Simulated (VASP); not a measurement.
# AlGaN2 (P-4m2) in VASP: notebook

Runs on AlGaN2. Level: LDA. Tasks: relaxation of shape and atoms at fixed volume, relaxation of the atoms.

Everything below comes from runs of VASP 6.6.1. Logs are shortened: lines on timing, memory, paths and dates and some standing lists are left out, and cuts for length are marked.

## (1) The cell of the first run

It takes space group P-4m2 (No. 115, tetragonal). Conventional cell: a = 3.216 Å, b = 3.216 Å, c = 4.526 Å, α = 90.00°, β = 90.00°, γ = 90.00°. Within 2.6 Å of Al (site symmetry -4m2) lie 4 N at 1.94 Å. Ga (site symmetry -4m2) has 4 N at 1.99 Å within 2.6 Å. N (site symmetry 2mm) has 2 Al at 1.94 Å and 2 Ga at 1.99 Å within 2.6 Å.

## (2) Relaxation of shape and atoms at fixed volume, LDA (11.70 Å³/atom)

Contents of INCAR:

```
SYSTEM = AlGaN2
PREC = Accurate
ENCUT = 600
EDIFF = 1E-7
ISMEAR = 0
SIGMA = 0.02
LREAL = .False.
LASPH = .True.
NELM = 100
ALGO = Normal
ISIF = 4
LWAVE = .False.
LCHARG = .False.
GGA = CA
IBRION = 2
NSW = 50
EDIFFG = -0.01
```

Contents of KPOINTS:

```
Automatic mesh
0
Gamma
  8 8 6
  0 0 0
```

Contents of POSCAR:

```
AlGaN2
1.0
    3.2158482746      0.0000000000      0.0000000000
    0.0000000000      3.2158482746      0.0000000000
    0.0000000000      0.0000000000      4.5258568734
Al Ga N
1 1 2
Direct
    0.5000000000      0.5000000000      0.5000000000
    0.0000000000      0.0000000000      0.0000000000
    0.5000000000      0.0000000000      0.7400513253
    0.0000000000      0.5000000000      0.2599486747
```

Potentials or basis: VASP PAW LDA potentials, release 64 (Al, Ga_d, N).

Launch:

```sh
$ cat potpaw_LDA.64/Al/POTCAR potpaw_LDA.64/Ga_d/POTCAR potpaw_LDA.64/N/POTCAR > POTCAR
$ mpirun -np 1 vasp_std > vasp.out
```

OUTCAR:

```text
SYSTEM = AlGaN2
   PREC = Accurate
   ENCUT = 600
   EDIFF = 1E-7
   ISMEAR = 0
   LREAL = .False.
   LASPH = .True.
   NELM = 100
   ISIF = 4
   GGA = CA
   IBRION = 2
   NSW = 50
   EDIFFG = -0.01

 ion  position               nearest neighbor table
   1  0.500  0.500  0.500-   3 1.94   4 1.94   3 1.94   4 1.94
   2  0.000  0.000  0.000-   3 1.99   4 1.99   4 1.99   3 1.99
   3  0.500  0.000  0.740-   1 1.94   1 1.94   2 1.99   2 1.99
   4  0.000  0.500  0.260-   1 1.94   1 1.94   2 1.99   2 1.99

  LATTYP: Found a simple tetragonal cell.
 ALAT       =     3.2158482746
 C/A-ratio  =     1.4073602008

  Lattice vectors:

 A1 = (   3.2158482746,   0.0000000000,   0.0000000000)
 A2 = (   0.0000000000,   3.2158482746,   0.0000000000)
 A3 = (   0.0000000000,   0.0000000000,   4.5258568734)

Analysis of symmetry for initial positions (statically):
=====================================================================
 Subroutine PRICEL returns:
 Original cell was already a primitive cell.

 Routine SETGRP: Setting up the symmetry group for a
 simple tetragonal supercell.

 Subroutine GETGRP returns: Found  8 space group operations
 (whereof  8 operations were pure point group operations)
 out of a pool of 16 trial point group operations.

The static configuration has the point symmetry D_2d.

Analysis of symmetry for dynamics (positions and initial velocities):
=====================================================================
 Subroutine PRICEL returns:
 Original cell was already a primitive cell.

 Routine SETGRP: Setting up the symmetry group for a
 simple tetragonal supercell.

 Subroutine GETGRP returns: Found  8 space group operations
 (whereof  8 operations were pure point group operations)
 out of a pool of 16 trial point group operations.

The dynamic configuration has the point symmetry D_2d.

 Subroutine INISYM returns: Found  8 space group operations
 (whereof  8 operations are pure point group operations),
 and found     1 'primitive' translations

----------------------------------------------------------------------------------------

                                     Primitive cell

  volume of cell :      46.8050

  direct lattice vectors                    reciprocal lattice vectors
     3.215848275  0.000000000  0.000000000     0.310959944  0.000000000  0.000000000
     0.000000000  3.215848275  0.000000000     0.000000000  0.310959944  0.000000000
     0.000000000  0.000000000  4.525856873     0.000000000  0.000000000  0.220952635

  length of vectors
     3.215848275  3.215848275  4.525856873     0.310959944  0.310959944  0.220952635

  position of ions in fractional coordinates (direct lattice)
     0.500000000  0.500000000  0.500000000
     0.000000000  0.000000000  0.000000000
     0.500000000  0.000000000  0.740051325
     0.000000000  0.500000000  0.259948675

  ion indices of the primitive-cell ions
   primitive index   ion index
                 1           1
                 2           2
                 3           3
                 4           4

----------------------------------------------------------------------------------------

 KPOINTS: Automatic mesh

Automatic generation of k-mesh.
 Grid dimensions read from file:
 generate k-points for:    8    8    6

 Generating k-lattice:

  Cartesian coordinates                     Fractional coordinates (reciprocal lattice)
[... 63 lines left out ...]
   NSW    =     50    number of steps for IOM
   IBRION =      2    ionic relax: 0-MD 1-quasi-New 2-CG
   NFREE  =      1    steps in history (QN), initial steepest desc. (CG)
   ISIF   =      4    stress and relaxation
   ISYM   =      2    0-nonsym 1-usesym 2-fastsym
   POTIM  = 0.5000    time-step for ionic-motion
   TEBEG  =    0.0;   TEEND  =   0.0 temperature during run
   PSTRESS=    0.0 pullay stress
   NELECT =      26.0000    total number of electrons
   NUPDOWN=      -1.0000    fix difference up-down
   EMIN   =  10.00;   EMAX   =-10.00  energy-range for DOS
   EFERMI =   0.00;   METHOD = LEGACY
   ISMEAR =     0;   SIGMA  =   0.02  broadening in eV -4-tet -1-fermi 0-gaus
   EFERMI_NEDOS =   21; number of points for ismear=-14 and -15
   IALGO  =     38    algorithm
   IMIX   =      4    mixing-type and parameters
     AMIX     =   0.40;   BMIX     =  1.00
     AMIX_MAG =   1.60;   BMIX_MAG =  1.00
  volume/ion in A,a.u.               =      11.70        78.96
  Fermi-wavevector in a.u.,A,eV,Ry     =   1.345763  2.543124 24.641219  1.811079
  Thomas-Fermi vector in A             =   2.473650
   LORBIT       =      0    0 simple, 1 ext, 2 COOP (PROOUT), +10 PAW based schemes
   GGA     = CA    functional components
   LHFCALC =     F    Hartree Fock is set to
   AEXX    =    0.0000 exact exchange contribution
   IVDW    =     0    specifies the selected vdW correction
   LEPSILON=     F    determine dielectric tensor
   LRPA    =     F    only Hartree local field effects (RPA)
 conjugate gradient relaxation of ions
 non-spin polarized calculation
 Gauss-broadening in eV      SIGMA  =   0.02
  energy-cutoff  :      600.00
  volume of cell :       46.80
 maximum number of plane-waves:      1590
 NGX is ok and might be reduce to    28
   NGX = 13   NGY = 13   NGZ = 19

--------------------------------------- Ionic step        1  -------------------------------------------

 number of electron      26.0000008 magnetization

 Free energy of the ion-electron system (eV)
  ---------------------------------------------------
  ext. energy  EPLUGINS =         0.00000000
  ---------------------------------------------------
  free energy    TOTEN  =       -30.10457917 eV

  energy without entropy =      -30.10457917  energy(sigma->0) =      -30.10457917

------------------------ aborting loop because EDIFF is reached ----------------------------------------

  FORCE on cell =-STRESS in cart. coord.  units (eV):
  Direction    XX          YY          ZZ          XY          YZ          ZX
  --------------------------------------------------------------------------------------
  -------------------------------------------------------------------------------------
  Total       -4.5970956     -4.5970956     -4.5323353      0.0000000      0.0000000      0.0000000
  in kB     -157.3628443   -157.3628443   -155.1460413      0.0000000      0.0000000      0.0000000
  external PRESSURE =    -156.6239100 kB  Pullay stress =       0.0000000 kB

 VOLUME and BASIS-vectors are now :
 -----------------------------------------------------------------------------
  energy-cutoff  :      600.00
  volume of cell :       46.80
      direct lattice vectors                 reciprocal lattice vectors
     3.215848275  0.000000000  0.000000000     0.310959944  0.000000000  0.000000000
     0.000000000  3.215848275  0.000000000     0.000000000  0.310959944  0.000000000
     0.000000000  0.000000000  4.525856873     0.000000000  0.000000000  0.220952635

 POSITION                                       TOTAL-FORCE (eV/Angst)
 -----------------------------------------------------------------------------------
      1.60792      1.60792      2.26293         0.000000      0.000000      0.000000
      0.00000      0.00000      0.00000         0.000000      0.000000      0.000000
      1.60792      0.00000      3.34937         0.000000     -0.000000     -0.018716
      0.00000      1.60792      1.17649         0.000000     -0.000000      0.018716
 -----------------------------------------------------------------------------------
    total drift:                               -0.000000     -0.000000     -0.000000

  FREE ENERGIE OF THE ION-ELECTRON SYSTEM (eV)
  ---------------------------------------------------
  free  energy   TOTEN  =       -30.1045791728 eV

  energy  without entropy=      -30.1045791728  energy(sigma->0) =      -30.10457917

--------------------------------------- Ionic step        2  -------------------------------------------

 number of electron      26.0000008 magnetization

 Free energy of the ion-electron system (eV)
  ---------------------------------------------------
  ext. energy  EPLUGINS =         0.00000000
  ---------------------------------------------------
  free energy    TOTEN  =       -30.10463401 eV

  energy without entropy =      -30.10463401  energy(sigma->0) =      -30.10463401

 E-fermi :   4.8109     XC(G=0): -11.3863

 val. band max:        4.6970245223   @ k =   0.0000   0.0000   0.0000
 cond. band min:       7.0627341280   @ k =   0.0000   0.0000   0.0000
 fundamental gap:      2.3657096057
 Fermi energy:         4.8109448590

 k-point     1 :       0.0000    0.0000    0.0000
  band No.  band energies     occupation
      1     -10.1706      2.00000
      2      -9.1837      2.00000
      3      -8.4153      2.00000
      4      -8.4153      2.00000
      5      -8.3736      2.00000
      6      -8.2519      2.00000
[... 457 lines left out ...]
      4      -8.3281      2.00000
      5      -8.3190      2.00000
      6      -7.4742      2.00000
[... 9 lines left out ...]
     16      12.2075      0.00000
     17      12.8174      0.00000

 [... further k-points ...]

------------------------ aborting loop because EDIFF is reached ----------------------------------------

  FORCE on cell =-STRESS in cart. coord.  units (eV):
  Direction    XX          YY          ZZ          XY          YZ          ZX
  --------------------------------------------------------------------------------------
  -------------------------------------------------------------------------------------
  Total       -4.5834685     -4.5834685     -4.5537392      0.0000000      0.0000000      0.0000000
  in kB     -156.8963766   -156.8963766   -155.8787148      0.0000000      0.0000000      0.0000000
  external PRESSURE =    -156.5571560 kB  Pullay stress =       0.0000000 kB

 VOLUME and BASIS-vectors are now :
 -----------------------------------------------------------------------------
  energy-cutoff  :      600.00
  volume of cell :       46.80
      direct lattice vectors                 reciprocal lattice vectors
     3.215011245  0.000000000  0.000000000     0.311040903  0.000000000  0.000000000
     0.000000000  3.215011245  0.000000000     0.000000000  0.311040903  0.000000000
     0.000000000  0.000000000  4.528213798     0.000000000  0.000000000  0.220837629

 POSITION                                       TOTAL-FORCE (eV/Angst)
 -----------------------------------------------------------------------------------
      1.60751      1.60751      2.26411         0.000000     -0.000000      0.000000
      0.00000      0.00000      0.00000        -0.000000      0.000000      0.000000
      1.60751      3.21501      3.35021         0.000000      0.000000      0.001053
      0.00000      1.60751      1.17801         0.000000      0.000000     -0.001053
 -----------------------------------------------------------------------------------
    total drift:                               -0.000000     -0.000000      0.000000

  FREE ENERGIE OF THE ION-ELECTRON SYSTEM (eV)
  ---------------------------------------------------
  free  energy   TOTEN  =       -30.1046340067 eV

  energy  without entropy=      -30.1046340067  energy(sigma->0) =      -30.10463401

 reached required accuracy - stopping structural energy minimisation
```

Run time: 1.8 min. Hardware: 1 thread of Intel Xeon Platinum 8259CL at 2.50GHz (Skylake/Cascade Lake), shared host; peak memory 0.2 GiB.

Results:

* Free energy: -30.1046 eV
* Energy gained by relaxing: 0.0 meV/atom
* Ionic steps: 2
* Pressure after relaxing: -15.7 GPa
* Band gap on the k mesh: 2.37 eV

Final structure:
```yaml
crystal:
  lattice:
    - [3.21501, 0.00000, 0.00000]
    - [0.00000, 3.21501, 0.00000]
    - [0.00000, 0.00000, 4.52821]
  atoms:
    - { symbol: Al, position: [0.50000, 0.50000, 0.50000] }
    - { symbol: Ga, position: [0.00000, 0.00000, 0.00000] }
    - { symbol: N, position: [0.50000, 0.00000, 0.73985] }
    - { symbol: N, position: [0.00000, 0.50000, 0.26015] }
```

[end of part 1 of 2]
